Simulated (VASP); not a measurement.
A run of VASP 6.6.1 is set up as follows.

File INCAR:

```
  ALGO = Normal
  EDIFF = 1E-6
  ENCUT = 510
  GGA = PS
  GGA_COMPAT = F
  ISIF = 2
  ISMEAR = -1
  LASPH = T
  LCHARG = T
  LELF = T
  LREAL = F
  LVHAR = T
  LWAVE = F
  NBANDS = 22
  NELM = 120
  PREC = Accurate
  SIGMA = 0.05
```

Contents of KPOINTS:

```
k-points
0
Gamma
  9 9 9
```

File POSCAR:

```
As
1.0
    1.8020830758      1.0404331489      2.9985287868
   -1.8020830758      1.0404331489      2.9985287868
    0.0000000000     -2.0808662978      2.9985287868
As
2
Direct
    0.2401693605      0.2401693605      0.2401693605
    0.7598306395      0.7598306395      0.7598306395
```

Potentials or basis: VASP PAW PBE potentials, release 64 (As_d).

The run is started by

```console
$ cat potpaw_PBE.64/As_d/POTCAR > POTCAR
$ mpirun -np 1 vasp_std > vasp.out
```

Question: What does it give for the pressure?

Answer: 20.3 GPa.

Question: Predict the band gap on the k mesh.

Answer: Zero (bands 15 and 16 overlap by 0.80 eV).

Caveat: the cell stands under pressure; the PAW data sets were made with another functional, which shifts forces and pressure a little.
